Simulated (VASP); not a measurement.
Write the native input for VASP 6.6.1 that does the following.

* Task: single point
* Functional: PBE
* Potentials or basis: VASP PAW PBE potentials, release 64 (Zn, O)
* Cutoff: 520 eV
* k mesh: 43 × 43 × 43
* Occupations: fermi-dirac, width 0.0612256 eV
* Spin: no spin polarisation
* Dipole correction: no
* Further INCAR settings: ALGO = Normal; EDIFF = 1e-07; NBANDS = 16

The structure of ZnO (rock salt type) lies in POSCAR:

```
ZnO
1.0
    0.0000000000      2.1351571064      2.1351571064
    2.1351571064      0.0000000000      2.1351571064
    2.1351571064      2.1351571064      0.0000000000
Zn O
1 1
Direct
    0.0000000000      0.0000000000      0.0000000000
    0.5000000000      0.5000000000      0.5000000000
```

These files were run (other wordings do the same):

INCAR

```
SYSTEM = ZnO
ALGO = Normal ; EDIFF = 1E-7
ENCUT = 520 ; GGA = PE
ISIF = 2 ; ISMEAR = -1
LASPH = .TRUE. ; LCHARG = .FALSE.
LREAL = .FALSE. ; LWAVE = .FALSE.
NBANDS = 16 ; NELM = 80
PREC = Accurate ; SIGMA = 0.06122561905347299
```

KPOINTS

```
k-points
0
G
  43 43 43
  0 0 0
```

Potentials or basis: VASP PAW PBE potentials, release 64 (Zn, O).

Command:

```bash
$ cat potpaw_PBE.64/Zn/POTCAR potpaw_PBE.64/O/POTCAR > POTCAR
$ mpirun -np 1 vasp_std > vasp.out
```

Results of the run:

```
Pressure               : 8.7 GPa
Band gap on the k mesh : 0.91 eV, indirect (least direct gap 2.30 eV)
```

Wall time 3.5 min on 1 thread of Intel(R) Xeon(R) 6975P-C (Granite Rapids), on a shared host, peak memory 0.69 GiB.
